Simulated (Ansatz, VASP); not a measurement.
**BAs: VASP beside Ansatz**

Contents of INCAR:

```
PREC = Accurate
ENCUT = 520
EDIFF = 1E-6
ISMEAR = -1
SIGMA = 0.02
LREAL = F
LASPH = T
NELM = 80
ALGO = Normal
ISIF = 2
LWAVE = F
LCHARG = F
GGA = PE
IBRION = 2
NSW = 80
EDIFFG = -0.02
```

KPOINTS

```
Automatic mesh
0
Gamma
  16 16 16
```

The input POSCAR:

```
BAs
1.0
    0.0000000000      2.3885000000      2.4601550000
    2.3885000000      0.0000000000      2.4601550000
    2.3885000000      2.3885000000      0.0000000000
B As
1 1
Direct
    0.0000000000      0.0000000000      0.0000000000
    0.2500000000      0.2500000000      0.2500000000
```

Input for Ansatz:

```yaml
crystal:
  lattice:
    - [0.0, 2.3885, 2.460155]
    - [2.3885, 0.0, 2.460155]
    - [2.3885, 2.3885, 0.0]
  atoms:
    - { symbol: B, position: [0.0, 0.0, 0.0] }
    - { symbol: As, position: [0.25, 0.25, 0.25] }
kpoints:
  mp_grid: { grid: [16, 16, 16] }
scf:
  occupations: { method: fermi_dirac, width: 0.02 }
hamiltonian:
  xc: pbe
  pseudopotentials: { kind: paw }
output:
  forces: true
  stress: true
  populations: true
  efg:
    quadrupole_moments_barn: { B: 0.04059, As: 0.311 }
    contact_densities: true
relax:
  f_tol: 0.02
  max_steps: 60
```

Change from the starting cell: z stretched by +3 %, ions relaxed.

Alike in both runs: task relaxation of the atoms; functional PBE; k mesh 16 × 16 × 16; occupations fermi-dirac, width 0.02 eV; no spin polarisation.

|  | VASP | Ansatz |
| --- | --- | --- |
| version | VASP 6.6.1 | Ansatz 0.2.0 |
| potentials or method | VASP PAW PBE potentials, release 64 (B, As) | plane-wave PAW, scalar-relativistic |
| plane-wave cutoff (eV) | 520 | 420 |
| valence electrons in the cell | 8 | 18 |

```csv
,VASP,Ansatz,Ansatz less VASP
"gap on the k mesh at the Fermi level, each at its own relaxed structure (eV)",1.00,1.01,+0.008
```

VASP's potentials hold 8 valence electrons a cell and Ansatz's 18, so a difference there can come from the potentials and not from the codes. Ansatz's warnings: stress scf threshold loose.

Noted on VASP's run: the relaxation stopped at its first step, so nothing moved.
